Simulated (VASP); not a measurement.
# Re (P6_3/mmc) in VASP: a series of runs, part 2 of 2

VASP 6.6.1. Earlier steps stand in the parts before.

### Step 5. Single point, r2SCAN

File POSCAR:

```
Re
1.0
    2.7598270443      0.0000000000      0.0000000000
   -1.3799135221      2.3900803304      0.0000000000
    0.0000000000      0.0000000000      4.4572270891
Re
2
Direct
    0.3333333333      0.6666666667      0.2500000000
    0.6666666667      0.3333333333      0.7500000000
```

File INCAR.step1:

```
PREC     = Accurate       # precision mode
ENCUT    = 520            # plane-wave cutoff, eV
ISMEAR   = -1             # smearing method
SIGMA    = 0.03           # smearing width, eV
LREAL    = False          # projectors in reciprocal space
LASPH    = True           # aspherical terms in the spheres
NELM     = 80             # most SCF steps
NBANDS   = 14             # bands
GGA      = PE             # functional
ALGO     = Normal         # electronic algorithm
EDIFF    = 1E-4           # SCF threshold, eV
LWAVE    = True           # write WAVECAR
LCHARG   = False          # write CHGCAR
```

File INCAR.step2:

```
PREC     = Accurate       # precision mode
ENCUT    = 520            # plane-wave cutoff, eV
EDIFF    = 1E-6           # SCF threshold, eV
ISMEAR   = -1             # smearing method
SIGMA    = 0.03           # smearing width, eV
LREAL    = False          # projectors in reciprocal space
LASPH    = True           # aspherical terms in the spheres
NELM     = 80             # most SCF steps
ALGO     = Normal         # electronic algorithm
ISIF     = 2              # what is computed and relaxed
LWAVE    = False          # write WAVECAR
LCHARG   = True           # write CHGCAR
METAGGA  = R2SCAN         # meta-GGA
LMIXTAU  = True         
LELF     = True           # ELF
LVHAR    = True         
NBANDS   = 14             # bands
ISTART   = 1
```

File KPOINTS:

```
regular mesh
0
Gamma
  13 13 7
```

Potentials or basis: VASP PAW PBE potentials, release 64 (Re).

Started as:

```console
cat potpaw_PBE.64/Re/POTCAR > POTCAR
cp INCAR.step1 INCAR
mpirun -np 1 vasp_std > vasp.out
cp INCAR.step2 INCAR
mpirun -np 1 vasp_std > vasp.out
```

OUTCAR:

```text
PREC = Accurate
   ENCUT = 520
   EDIFF = 1E-6
   ISMEAR = -1
   LREAL = False
   LASPH = True
   NELM = 80
   ISIF = 2
   METAGGA = R2SCAN
   ISTART = 1

 ion  position               nearest neighbor table
   1  0.333  0.667  0.250-   2 2.74   2 2.74   2 2.74   2 2.74   2 2.74   2 2.74
   2  0.667  0.333  0.750-   1 2.74   1 2.74   1 2.74   1 2.74   1 2.74   1 2.74

  LATTYP: Found a hexagonal cell.
 ALAT       =     2.7598270443
 C/A-ratio  =     1.6150385577

  Lattice vectors:

 A1 = (   2.7598270443,   0.0000000000,   0.0000000000)
 A2 = (  -1.3799135221,   2.3900803304,   0.0000000000)
 A3 = (   0.0000000000,   0.0000000000,   4.4572270891)

Analysis of symmetry for initial positions (statically):
=====================================================================
 Subroutine PRICEL returns:
 Original cell was already a primitive cell.

 Routine SETGRP: Setting up the symmetry group for a
 hexagonal supercell.

 Subroutine GETGRP returns: Found 24 space group operations
 (whereof 12 operations were pure point group operations)
 out of a pool of 24 trial point group operations.
[... 169 lines left out ...]
 fundamental gap:      0.0294196946
 Fermi energy:         7.6605461367

 k-point     1 :       0.0000    0.0000    0.0000
  band No.  band energies     occupation
      1      -2.6543      2.00000
      2       0.7596      2.00000
      3       6.0567      2.00000
      4       6.0719      2.00000
      5       6.0719      2.00000
      6       6.9368      2.00000
      7       6.9368      2.00000
      8       7.9175      0.00038
      9       7.9175      0.00038
     10       8.2487      0.00000
     11      11.2234      0.00000
     12      11.2234      0.00000
     13      18.2665      0.00000
     14      22.5188      0.00000
[... 377 lines left out ...]
      1      -1.4538      2.00000
      2       1.6467      2.00000
      3       4.9271      2.00000
      4       5.2645      2.00000
      5       6.1181      2.00000
      6       6.6584      2.00000
      7       6.9367      2.00000
      8       7.5044      1.98907
      9       7.9643      0.00008
     10       8.1165      0.00000
     11      11.5602      0.00000
     12      13.4206      0.00000
     13      19.2351      0.00000
     14      23.9730      0.00000

 [... further k-points ...]
[... 5 lines left out ...]
  --------------------------------------------------------------------------------------
  -------------------------------------------------------------------------------------
  Total       -0.0158694     -0.0158694     -0.0551376     -0.0000000      0.0000000      0.0000000
  in kB       -0.8647922     -0.8647922     -3.0046882     -0.0000000      0.0000000      0.0000000
  external PRESSURE =      -1.5780909 kB  Pullay stress =       0.0000000 kB

 VOLUME and BASIS-vectors are now :
 -----------------------------------------------------------------------------
  energy-cutoff  :      520.00
  volume of cell :       29.40
      direct lattice vectors                 reciprocal lattice vectors
     2.759827044  0.000000000  0.000000000     0.362341547  0.209197990  0.000000000
    -1.379913522  2.390080330  0.000000000     0.000000000  0.418395979  0.000000000
     0.000000000  0.000000000  4.457227089     0.000000000  0.000000000  0.224354734

 POSITION                                       TOTAL-FORCE (eV/Angst)
 -----------------------------------------------------------------------------------
     -0.00000      1.59339      1.11431         0.000000      0.000000      0.000000
      1.37991      0.79669      3.34292        -0.000000     -0.000000      0.000000
 -----------------------------------------------------------------------------------
    total drift:                                0.000000     -0.000000     -0.000000

  FREE ENERGIE OF THE ION-ELECTRON SYSTEM (eV)
  ---------------------------------------------------
  free  energy   TOTEN  =      -104.9020924470 eV

  energy  without entropy=     -104.8974956643  energy(sigma->0) =     -104.89979406
```

OUTCAR.step1:

```text
PREC = Accurate
   ENCUT = 520
   ISMEAR = -1
   LREAL = False
   LASPH = True
[... 632 lines left out ...]
     -0.00000      1.59339      1.11431         0.000000     -0.000000      0.000000
      1.37991      0.79669      3.34292         0.000000      0.000000      0.000000
 -----------------------------------------------------------------------------------
    total drift:                                0.000000     -0.000000     -0.000000

  FREE ENERGIE OF THE ION-ELECTRON SYSTEM (eV)
  ---------------------------------------------------
  free  energy   TOTEN  =       -24.8446675838 eV

  energy  without entropy=      -24.8395178705  energy(sigma->0) =      -24.84209273
```

Wall time 1.8 min (1 thread of Intel Xeon Platinum 8259CL at 2.50GHz (Skylake/Cascade Lake), shared host); peak memory 0.18 GiB.

Results:

```
Free energy            : -104.9021 eV
Pressure               : -0.2 GPa
Band gap on the k mesh : zero (band 7 reaches 8.87 eV, above the bottom of band 8 at 6.07 eV)
```

Stress tensor (GPa, compression positive):
```
-0.09  0.00  0.00
 0.00 -0.09  0.00
 0.00  0.00 -0.30
```

Caveat: the PAW data sets were made with another functional, which shifts forces and pressure a little; spin-orbit coupling is left out, which moves the levels of the heavy elements.

### Step 6. The runs side by side

| smearing | gap on the mesh (eV) | pressure (GPa) |
| --- | --- | --- |
| fermi-dirac 0.1 eV | none | 0.1 |
| fermi-dirac 0.01 eV | none | -0.1 |
| fermi-dirac 0.03 eV | none | -0.2 |

Alike in all rows: task single point; level r2SCAN; potentials or basis VASP PAW PBE potentials, release 64 (Re); no spin polarisation; cell as given; k mesh 13 × 13 × 7; cutoff (eV) 520.

Every run on the cell as given and a fine mesh finds a metal.

Caveats: the PAW data sets were made with another functional, which shifts forces and pressure a little; spin-orbit coupling is left out, which moves the levels of the heavy elements.

Absolute energies hang on the potentials; compare differences alone.
